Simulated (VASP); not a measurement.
Co, 1 atom in the cell. It takes space group Im-3m (No. 229, cubic). The conventional cell has a = 2.789 Å, b = 2.789 Å, c = 2.789 Å, α = 90.00°, β = 90.00°, γ = 90.00°. Co (site symmetry m-3m) has 14 Co at 2.42 to 2.79 Å within 3.2 Å. 

- Program: VASP 6.6.1
- Task: single point
- Functional: RPBE
- Potentials or basis: VASP PAW PBE potentials, release 64 (Co)
- Cutoff: 520 eV
- k mesh: 26 × 26 × 26
- Occupations: fermi-dirac, width 0.1 eV
- Spin: no spin polarisation
- Dipole correction: no
- Further INCAR settings: ALGO = Normal; EDIFF = 1e-06; NBANDS = 10

Potentials or basis: VASP PAW PBE potentials, release 64 (Co).

Run with:

```sh
$ cat potpaw_PBE.64/Co/POTCAR > POTCAR
$ mpirun -np 1 vasp_std > vasp.out
```

Hardware: 1 thread of Intel(R) Xeon(R) Platinum 8259CL CPU @ 2.50GHz (Skylake/Cascade Lake) (shared host).

**Question.** How long does it take, and how much memory?

**Answer.** Run time: 47 s on 1 thread of Intel(R) Xeon(R) Platinum 8259CL CPU @ 2.50GHz (Skylake/Cascade Lake) (shared host), peak memory 0.17 GiB. Counts: scf iterations 12, k points 511.
